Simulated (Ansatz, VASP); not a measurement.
**BaTe: VASP beside Ansatz**

Contents of INCAR:

```
SYSTEM = BaTe
PREC = Accurate
ENCUT = 520
EDIFF = 1E-7
ISMEAR = -1
SIGMA = 0.05
LREAL = .False.
LASPH = .True.
NELM = 80
ALGO = Normal
ISIF = 2
LWAVE = .False.
LCHARG = .False.
GGA = PS
NBANDS = 15
```

The input KPOINTS:

```
Automatic mesh
0
Gamma
  10 10 10
  0 0 0
```

POSCAR

```
BaTe
1.0
    0.0000000000      3.3759000000      3.4100000000
    3.3759000000      0.0000000000      3.4100000000
    3.3759000000      3.3759000000      0.0000000000
Ba Te
1 1
Direct
    0.0000000000      0.0000000000      0.0000000000
    0.5000000000      0.5000000000      0.5000000000
```

Input for Ansatz:

```yaml
crystal:
  lattice:
    - [0.0, 3.3759, 3.41]
    - [3.3759, 0.0, 3.41]
    - [3.3759, 3.3759, 0.0]
  atoms:
    - { symbol: Ba, position: [0.0, 0.0, 0.0] }
    - { symbol: Te, position: [0.5, 0.5, 0.5] }
kpoints:
  mp_grid: { grid: [10, 10, 10] }
  band_path:
    path:
      - [0.0, 0.0, 0.0]
      - [0.0, 0.5, 0.5]
      - [0.25, 0.75, 0.5]
      - [0.0, 0.5, 0.0]
      - [0.0, 0.0, 0.0]
      - [0.5, 0.5, 0.0]
      - [0.3725125, 0.6274875, 0.0]
      - [-0.3725125, 0.3725125, 0.0]
      - [0.0, 0.0, 0.0]
    npoints: 5
scf:
  occupations: { method: fermi_dirac, width: 0.05 }
hamiltonian:
  xc: pbesol
  pseudopotentials: { kind: all_electron, lapw: { basis_error: 0.00025 } }
output:
  forces: true
  stress: true
  eigenvalues: true
```

Change from the starting cell: equal xx and yy strain of -1 %.

Alike in both runs: task single point; functional PBEsol; k mesh 10 × 10 × 10; occupations fermi-dirac, width 0.05 eV; no spin polarisation.

```csv
,VASP,Ansatz
version,VASP 6.6.1,Ansatz 0.2.0
potentials or method,"VASP PAW PBE potentials, release 64 (Ba_sv, Te), cutoff 520 eV","all-electron LAPW, scalar-relativistic"
```

|  | VASP | Ansatz | Ansatz less VASP |
| --- | --- | --- | --- |
| pressure (GPa) | 3.3 | 2.8 | -0.49 |
| traceless stress, the component that is largest in VASP (GPa) | -0.68 | -0.65 | +0.036 |

VASP's potentials were made for PBE, not for PBEsol. Ansatz ran all-electron here, and VASP with PAW potentials.

Neither program's run includes spin-orbit coupling.
